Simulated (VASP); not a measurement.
# Cu (I4/mmm) in VASP: a series of runs

The runs below take Cu through single point, with PBE.

All numbers are computed with VASP 6.6.1; they aren't measurements. Logs are shortened: lines on timing, memory, paths and dates and some standing lists are left out, and cuts for length are marked.

## 1. The cell of the first run

Symmetry: I4/mmm, No. 139, tetragonal system. The conventional cell has a = 3.010 Å, b = 3.010 Å, c = 2.814 Å, α = 90.00°, β = 90.00°, γ = 90.00°. Cu (site symmetry 4/mmm) has 14 Cu at 2.55 to 3.01 Å within 3.4 Å.

## 2. Single point, PBE (equal strain along all axes, cell held: +2.0 %)

Input file INCAR:

```
ALGO     = Fast           # electronic algorithm
EDIFF    = 1E-7           # SCF threshold, eV
ENCUT    = 520            # plane-wave cutoff, eV
GGA      = PE             # functional
ISIF     = 2              # what is computed and relaxed
ISMEAR   = 0              # smearing method
LASPH    = True           # aspherical terms in the spheres
LCHARG   = False          # write CHGCAR
LREAL    = False          # projectors in reciprocal space
LWAVE    = False          # write WAVECAR
NBANDS   = 18             # bands
NELM     = 60             # most SCF steps
PREC     = Accurate       # precision mode
SIGMA    = 0.1            # smearing width, eV
```

Input file KPOINTS:

```
k-points
0
Gamma
  14 14 16
```

Input file POSCAR:

```
Cu
1.0
    3.0100830804      0.0000000000      0.0000000000
    0.0000000000      3.0100830804      0.0000000000
    0.0000000000      0.0000000000      2.8142930120
Cu
2
Direct
    0.0000000000      0.0000000000      0.0000000000
    0.5000000000      0.5000000000      0.5000000000
```

Potentials or basis: VASP PAW PBE potentials, release 64 (Cu).

On the command line:

```sh
cat potpaw_PBE.64/Cu/POTCAR > POTCAR
mpirun -np 1 vasp_std > vasp.out
```

OUTCAR:

```text
EDIFF = 1E-7
   ENCUT = 520
   GGA = PE
   ISIF = 2
   ISMEAR = 0
   LASPH = True
   LREAL = False
   NELM = 60
   PREC = Accurate

 ion  position               nearest neighbor table
   1  0.000  0.000  0.000-   2 2.55   2 2.55   2 2.55   2 2.55   2 2.55   2 2.55   2 2.55   2 2.55

   2  0.500  0.500  0.500-   1 2.55   1 2.55   1 2.55   1 2.55   1 2.55   1 2.55   1 2.55   1 2.55

  LATTYP: Found a simple tetragonal cell.
 ALAT       =     3.0100830804
 C/A-ratio  =     0.9349552610

  Lattice vectors:

 A1 = (   3.0100830804,   0.0000000000,   0.0000000000)
 A2 = (   0.0000000000,   3.0100830804,   0.0000000000)
 A3 = (   0.0000000000,   0.0000000000,   2.8142930120)

Analysis of symmetry for initial positions (statically):
=====================================================================
 Subroutine PRICEL returns following result:

  LATTYP: Found a body centered tetragonal cell.
 ALAT       =     3.0100830804
 C/A-ratio  =     0.9349552610

  Lattice vectors:

 A1 = (  -1.5050415402,  -1.5050415402,  -1.4071465060)
 A2 = (   1.5050415402,   1.5050415402,  -1.4071465060)
 A3 = (   1.5050415402,  -1.5050415402,   1.4071465060)

   2 primitive cells build up your supercell.

 Routine SETGRP: Setting up the symmetry group for a
 simple tetragonal supercell.

 Subroutine GETGRP returns: Found 16 space group operations
 (whereof 16 operations were pure point group operations)
 out of a pool of 16 trial point group operations.

The static configuration has the point symmetry D_4h.

Analysis of symmetry for dynamics (positions and initial velocities):
=====================================================================
 Subroutine PRICEL returns following result:

  LATTYP: Found a body centered tetragonal cell.
 ALAT       =     3.0100830804
 C/A-ratio  =     0.9349552610

  Lattice vectors:

 A1 = (  -1.5050415402,  -1.5050415402,  -1.4071465060)
 A2 = (   1.5050415402,   1.5050415402,  -1.4071465060)
 A3 = (   1.5050415402,  -1.5050415402,   1.4071465060)

   2 primitive cells build up your supercell.

 Routine SETGRP: Setting up the symmetry group for a
 simple tetragonal supercell.

 Subroutine GETGRP returns: Found 16 space group operations
 (whereof 16 operations were pure point group operations)
 out of a pool of 16 trial point group operations.

The dynamic configuration has the point symmetry D_4h.

 Subroutine INISYM returns: Found 16 space group operations
 (whereof 16 operations are pure point group operations),
 and found     2 'primitive' translations

----------------------------------------------------------------------------------------

                                     Primitive cell

  volume of cell :      12.7496

  direct lattice vectors                    reciprocal lattice vectors
    -1.505041540 -1.505041540 -1.407146506     0.000000000 -0.332216744 -0.355329028
     1.505041540  1.505041540 -1.407146506     0.332216744  0.000000000 -0.355329028
     1.505041540 -1.505041540  1.407146506     0.332216744 -0.332216744  0.000000000

  length of vectors
     2.551540978  2.551540978  2.551540978     0.486442888  0.486442888  0.469825425

  position of ions in fractional coordinates (direct lattice)
     0.000000000  0.000000000  0.000000000

  ion indices of the primitive-cell ions
   primitive index   ion index
                 1           1

----------------------------------------------------------------------------------------

 KPOINTS: k-points

Automatic generation of k-mesh.
 Grid dimensions read from file:
 generate k-points for:   14   14   16

 Generating k-lattice:

  Cartesian coordinates                     Fractional coordinates (reciprocal lattice)
     0.023729767  0.000000000  0.000000000     0.071428571  0.000000000  0.000000000
     0.000000000  0.023729767  0.000000000     0.000000000  0.071428571  0.000000000
     0.000000000  0.000000000  0.022208064     0.000000000  0.000000000  0.062500000

  Length of vectors
     0.023729767  0.023729767  0.022208064

  Shift w.r.t. Gamma in fractional coordinates (k-lattice)
     0.000000000  0.000000000  0.000000000

 Subroutine IBZKPT returns following result:
 ===========================================

 Found    324 irreducible k-points:

 Following reciprocal coordinates:
            Coordinates               Weight
  0.000000  0.000000  0.000000      1.000000
  0.071429  0.000000  0.000000      4.000000
  0.142857  0.000000  0.000000      4.000000
  0.214286  0.000000  0.000000      4.000000
  0.285714  0.000000  0.000000      4.000000
  0.357143  0.000000  0.000000      4.000000
[... 16 lines left out ...]
  0.285714  0.214286  0.000000      8.000000
  0.357143  0.214286  0.000000      8.000000
 [... further k-points ...]
   k-points           NKPTS =    324   k-points in BZ     NKDIM =    324   number of bands    NBANDS=     18
   number of dos      NEDOS =    301   number of ions     NIONS =      2
   total plane-waves  NPLWV =  13824
   dimension x,y,z NGX =    24 NGY =   24 NGZ =   24
   dimension x,y,z NGXF=    48 NGYF=   48 NGZF=   48
   ions per type =               2
   NGX,Y,Z   is equivalent  to a cutoff of  13.26, 13.26, 14.18 a.u.
   NGXF,Y,Z  is equivalent  to a cutoff of  26.51, 26.51, 28.35 a.u.
 SYSTEM =  unknown system
   PREC   = accura    normal or accurate (medium, high low for compatibility)
   ISTART =      0    job   : 0-new  1-cont  2-samecut
   ICHARG =      2    charge: 1-file 2-atom 10-const
   ISPIN  =      1    spin polarized calculation?
   LNONCOLLINEAR =      F non collinear calculations
   LSORBIT =      F    spin-orbit coupling
   LASPH  =      T    aspherical Exc in radial PAW
   ENCUT  =  520.0 eV  38.22 Ry    6.18 a.u.   5.60  5.60  5.23*2*pi/ulx,y,z
   NELM   =     60;   NELMIN=  2; NELMDL= -5     # of ELM steps
   EDIFF  = 0.1E-06   stopping-criterion for ELM
   LREAL  =      F    real-space projection
   EDIFFG = 0.1E-05   stopping-criterion for IOM
   NSW    =      0    number of steps for IOM
   IBRION =     -1    ionic relax: 0-MD 1-quasi-New 2-CG
   NFREE  =      0    steps in history (QN), initial steepest desc. (CG)
   ISIF   =      2    stress and relaxation
   ISYM   =      2    0-nonsym 1-usesym 2-fastsym
   POTIM  = 0.5000    time-step for ionic-motion
   TEBEG  =    0.0;   TEEND  =   0.0 temperature during run
   PSTRESS=    0.0 pullay stress
   NELECT =      22.0000    total number of electrons
   NUPDOWN=      -1.0000    fix difference up-down
   EMIN   =  10.00;   EMAX   =-10.00  energy-range for DOS
   EFERMI =   0.00;   METHOD = LEGACY
   ISMEAR =     0;   SIGMA  =   0.10  broadening in eV -4-tet -1-fermi 0-gaus
   EFERMI_NEDOS =   21; number of points for ismear=-14 and -15
   IALGO  =     68    algorithm
   IMIX   =      4    mixing-type and parameters
     AMIX     =   0.40;   BMIX     =  1.00
     AMIX_MAG =   1.60;   BMIX_MAG =  1.00
  volume/ion in A,a.u.               =      12.75        86.04
  Fermi-wavevector in a.u.,A,eV,Ry     =   1.558501  2.945139 33.047518  2.428924
  Thomas-Fermi vector in A             =   2.661996
   LORBIT       =      0    0 simple, 1 ext, 2 COOP (PROOUT), +10 PAW based schemes
   GGA     = PE    functional components
   LHFCALC =     F    Hartree Fock is set to
   AEXX    =    0.0000 exact exchange contribution
   IVDW    =     0    specifies the selected vdW correction
   LEPSILON=     F    determine dielectric tensor
   LRPA    =     F    only Hartree local field effects (RPA)
 non-spin polarized calculation
 RMM-DIIS sequential band-by-band and
 Gauss-broadening in eV      SIGMA  =   0.10
  energy-cutoff  :      520.00
  volume of cell :       25.50
 maximum number of plane-waves:       715
 NGX is ok and might be reduce to    24
   NGX = 11   NGY = 11   NGZ = 11

 number of electron      22.0000018 magnetization

 Free energy of the ion-electron system (eV)
  ---------------------------------------------------
  ext. energy  EPLUGINS =         0.00000000
  ---------------------------------------------------
  free energy    TOTEN  =        -7.35869726 eV

  energy without entropy =       -7.35515876  energy(sigma->0) =       -7.35692801

 E-fermi :   6.6991     XC(G=0): -12.2881

 val. band max:        6.6955470491   @ k =   0.1429   0.0714   0.4375
 cond. band min:       6.7016787314   @ k =   0.4286   0.1429   0.1875
 fundamental gap:      0.0061316822
 Fermi energy:         6.6991067077

 k-point     1 :       0.0000    0.0000    0.0000
  band No.  band energies     occupation
      1      -2.1040      2.00000
      2       2.4351      2.00000
      3       2.4853      2.00000
      4       3.6563      2.00000
      5       3.8951      2.00000
      6       3.8951      2.00000
[... 10 lines left out ...]
     17      22.1338      0.00000
     18      30.1604      0.00000

 k-point     2 :       0.0714    0.0000    0.0000
  band No.  band energies     occupation
      1      -2.0149      2.00000
      2       2.4594      2.00000
      3       2.5097      2.00000
      4       3.6593      2.00000
      5       3.8976      2.00000
      6       3.9112      2.00000
[... 10 lines left out ...]
     17      22.2461      0.00000
     18      29.3775      0.00000

 k-point     3 :       0.1429    0.0000    0.0000
  band No.  band energies     occupation
      1      -1.7495      2.00000
      2       2.5208      2.00000
      3       2.5857      2.00000
      4       3.6698      2.00000
      5       3.9064      2.00000
      6       3.9585      2.00000
[... 10 lines left out ...]
     17      23.0056      0.00000
     18      27.8121      0.00000

 k-point     4 :       0.2143    0.0000    0.0000
  band No.  band energies     occupation
      1      -1.3144      2.00000
      2       2.5882      2.00000
      3       2.7164      2.00000
      4       3.6920      2.00000
      5       3.9254      2.00000
      6       4.0348      2.00000
[... 375 lines left out ...]
      4       3.6646      2.00000
      5       3.6905      2.00000
      6       4.3819      2.00000
[... 10 lines left out ...]
     17      24.8052      0.00000
     18      26.3375      0.00000

 k-point    23 :       0.2857    0.2143    0.0000
  band No.  band energies     occupation
      1      -0.0234      2.00000
      2       2.7195      2.00000
      3       3.0793      2.00000
      4       3.6491      2.00000
      5       3.6778      2.00000
      6       4.1839      2.00000
[... 10 lines left out ...]
     17      25.7502      0.00000
     18      26.9792      0.00000

 k-point    24 :       0.3571    0.2143    0.0000
  band No.  band energies     occupation
      1       0.6210      2.00000
      2       2.6006      2.00000
      3       3.2732      2.00000
      4       3.6418      2.00000
      5       3.7046      2.00000
      6       4.0051      2.00000
[... 10 lines left out ...]
     17      25.5170      0.00000
     18      25.9942      0.00000

 [... further k-points ...]

------------------------ aborting loop because EDIFF is reached ----------------------------------------

  FORCE on cell =-STRESS in cart. coord.  units (eV):
  Direction    XX          YY          ZZ          XY          YZ          ZX
  --------------------------------------------------------------------------------------
  -------------------------------------------------------------------------------------
  Total       -1.0559684     -1.0559684     -1.0291287      0.0000000      0.0000000     -0.0000000
  in kB      -66.3491301    -66.3491301    -64.6627226      0.0000000      0.0000000     -0.0000000
  external PRESSURE =     -65.7869943 kB  Pullay stress =       0.0000000 kB

 VOLUME and BASIS-vectors are now :
 -----------------------------------------------------------------------------
  energy-cutoff  :      520.00
  volume of cell :       25.50
      direct lattice vectors                 reciprocal lattice vectors
     3.010083080  0.000000000  0.000000000     0.332216744  0.000000000  0.000000000
     0.000000000  3.010083080  0.000000000     0.000000000  0.332216744  0.000000000
     0.000000000  0.000000000  2.814293012     0.000000000  0.000000000  0.355329028

 POSITION                                       TOTAL-FORCE (eV/Angst)
 -----------------------------------------------------------------------------------
      0.00000      0.00000      0.00000         0.000000      0.000000     -0.000000
      1.50504      1.50504      1.40715        -0.000000      0.000000      0.000000
 -----------------------------------------------------------------------------------
    total drift:                                0.000000      0.000000     -0.000000

  FREE ENERGIE OF THE ION-ELECTRON SYSTEM (eV)
  ---------------------------------------------------
  free  energy   TOTEN  =        -7.3586972574 eV

  energy  without entropy=       -7.3551587630  energy(sigma->0) =       -7.35692801
```

Run time: 99 s. Hardware: 1 thread of Intel Xeon Platinum 8488C (Sapphire Rapids), shared host; peak memory 0.23 GiB.

Results:

```
Free energy            : -7.3587 eV
Pressure               : -6.6 GPa
Band gap on the k mesh : zero (band 11 reaches 12.60 eV, above the bottom of band 12 at 5.26 eV)
```

Stress tensor (GPa, compression positive):
```
-6.63  0.00  0.00
 0.00 -6.63  0.00
 0.00  0.00 -6.47
```

Levels at points of the mesh, in eV from the Fermi level:
```
           k point  band 9  band 10  band 11  band 12  band 13  band 14
(0.00, 0.00, 0.00)   -1.52    -1.52    -1.45     7.07     7.07     9.51
(0.50, 0.00, 0.00)   -2.16    -2.16    -1.44    -1.44    12.87    12.87
(0.50, 0.50, 0.00)   -1.37    -1.37    -0.72    -0.72     3.48     3.48
(0.00, 0.00, 0.50)   -2.24    -2.24    -0.96    -0.96    13.56    13.56
(0.50, 0.00, 0.50)   -1.34    -1.34    -0.24    -0.24     4.18     4.18
(0.50, 0.50, 0.50)   -1.82    -1.82     5.90     5.90     6.35     6.35
```

Caveat: the cell differs from its parent crystal (equal strain along all axes, cell held: +2.0 %).

## 3. Single point, PBE (equal strain along all axes, cell held: +3.0 %)

Input file INCAR:

```
SYSTEM = Cu
ALGO     = Fast           ! electronic algorithm
EDIFF    = 1E-6           ! SCF threshold, eV
ENCUT    = 520            ! plane-wave cutoff, eV
GGA      = PE             ! functional
ISIF     = 2              ! what is computed and relaxed
ISMEAR   = 0              ! smearing method
LASPH    = .TRUE.         ! aspherical terms in the spheres
LCHARG   = .TRUE.         ! write CHGCAR
LELF     = .TRUE.         ! ELF
LREAL    = .FALSE.        ! projectors in reciprocal space
LVHAR    = .TRUE.       
LWAVE    = .FALSE.        ! write WAVECAR
NBANDS   = 18             ! bands
NELM     = 100            ! most SCF steps
PREC     = Accurate       ! precision mode
SIGMA    = 0.1            ! smearing width, eV
```

Input file KPOINTS:

```
k-points
0
G
  14 14 16
  0 0 0
```

Input file POSCAR:

```
Cu
1.0
    3.0395936989      0.0000000000      0.0000000000
    0.0000000000      3.0395936989      0.0000000000
    0.0000000000      0.0000000000      2.8418841200
Cu
2
Direct
    0.0000000000      0.0000000000      0.0000000000
    0.5000000000      0.5000000000      0.5000000000
```

Potentials or basis: VASP PAW PBE potentials, release 64 (Cu).

On the command line:

```sh
cat potpaw_PBE.64/Cu/POTCAR > POTCAR
mpirun -np 1 vasp_std > vasp.out
```

It took 75 s on 1 thread of Intel Xeon Platinum 8488C (Sapphire Rapids), shared host; peak memory 0.24 GiB.

Results (log left out):

```yaml
Free_energy: -7.3213 eV
Pressure: -8.7 GPa
Band_gap_on_the_k_mesh: zero (band 11 reaches 12.17 eV, above the bottom of band 12 at 4.95 eV)
```

Stress tensor (GPa, compression positive):
```
-8.70  0.00  0.00
 0.00 -8.70  0.00
 0.00  0.00 -8.62
```

Levels at points of the mesh, in eV from the Fermi level:
| k point | band 8 | band 9 | band 10 | band 11 | band 12 | band 13 | band 14 | band 15 |
| --- | --- | --- | --- | --- | --- | --- | --- | --- |
| (0.00, 0.00, 0.00) | -1.85 | -1.50 | -1.50 | -1.44 | 6.96 | 6.96 | 9.35 | 12.20 |
| (0.50, 0.00, 0.00) | -2.42 | -2.11 | -2.11 | -1.42 | -1.42 | 12.62 | 12.62 | 14.78 |
| (0.50, 0.50, 0.00) | -1.93 | -1.36 | -1.36 | -0.65 | -0.65 | 3.34 | 3.34 | 17.52 |
| (0.00, 0.00, 0.50) | -2.64 | -2.19 | -2.19 | -0.96 | -0.96 | 13.29 | 13.29 | 13.29 |
| (0.50, 0.00, 0.50) | -1.76 | -1.33 | -1.33 | -0.18 | -0.18 | 4.03 | 4.03 | 15.71 |
| (0.50, 0.50, 0.50) | -1.90 | -1.79 | -1.79 | 5.80 | 5.80 | 6.24 | 6.24 | 6.24 |

Caveat: the cell differs from its parent crystal (equal strain along all axes, cell held: +3.0 %).
